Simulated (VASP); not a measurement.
MgO: single point with PBE

The system is MgO.

```
Mg O
1.0
     3.52132    0.00000    0.00000
     1.76066   -3.04955   -4.23938
     1.76066    3.04955   -4.23938
Mg O
4 4
Cartesian
  5.2820 1.0165 -5.3487
  3.5213 -2.0330 -5.1550
  1.7607 -1.1435 -3.1321
  3.5213 2.1600 -3.1321
  3.5213 -1.9690 -3.2515
  1.7607 0.9525 -3.2515
  3.5213 2.0330 -5.3607
  5.2820 -1.0165 -5.3817
```

This cell differs from its parent crystal: atoms displaced along several vibrational modes.

| Property | Result |
| --- | --- |
| Program | VASP 6.6.1 |
| Task | single point |
| Functional | PBE |
| Potentials or basis | VASP PAW PBE potentials, release 64 (Mg, O) |
| Cutoff | 520 eV |
| k mesh | 8 × 8 × 8 |
| Occupations | gaussian, width 0.05 eV |
| Spin | no spin polarisation |

* Pressure: 1.7 GPa
* Largest force: 2.948 eV/Å
* Band gap on the k mesh: 2.63 eV

Forces in eV/Å, atoms in the order of the input:
```
Mg   0.000  0.070  1.560
Mg   0.000  0.107 -2.946
Mg   0.000  2.568 -0.447
Mg   0.000 -2.740 -0.624
O    0.000 -0.850  1.133
O    0.000  0.867  0.213
O    0.000  0.004  0.388
O    0.000 -0.025  0.723
```

Stress tensor (GPa, compression positive):
```
 1.33  0.00  0.00
 0.00 -1.25  0.10
 0.00  0.10  4.96
```

Levels at points of the mesh, in eV from the valence-band top:
```csv
k point,band 14,band 15,band 16,band 17,band 18,band 19
"(0.00, 0.00, 0.00)",-0.60,-0.53,0.00,2.63,6.70,6.74
"(0.50, 0.00, 0.00)",-1.03,-0.84,-0.36,5.77,6.79,8.14
"(0.00, 0.50, 0.00)",-1.22,-0.43,-0.22,4.58,5.50,7.94
"(0.00, 0.00, 0.50)",-1.18,-0.43,-0.22,4.60,5.48,7.94
"(0.50, 0.50, 0.00)",-1.19,-0.63,-0.51,5.64,6.56,7.37
"(0.00, 0.50, 0.50)",-1.31,-1.25,-0.32,5.24,5.66,6.89
```

It took 2.9 min on 1 thread of Intel(R) Xeon(R) 6975P-C (Granite Rapids), on a shared host, peak memory 0.41 GiB.

Caveat: the cell differs from its parent crystal (atoms displaced along several vibrational modes); the stress differs along the axes, from -1 to 5 GPa; forces of over 1 eV/Å act on the atoms, so gaps and moduli don't describe the material at rest. A k mesh can miss the band edges.
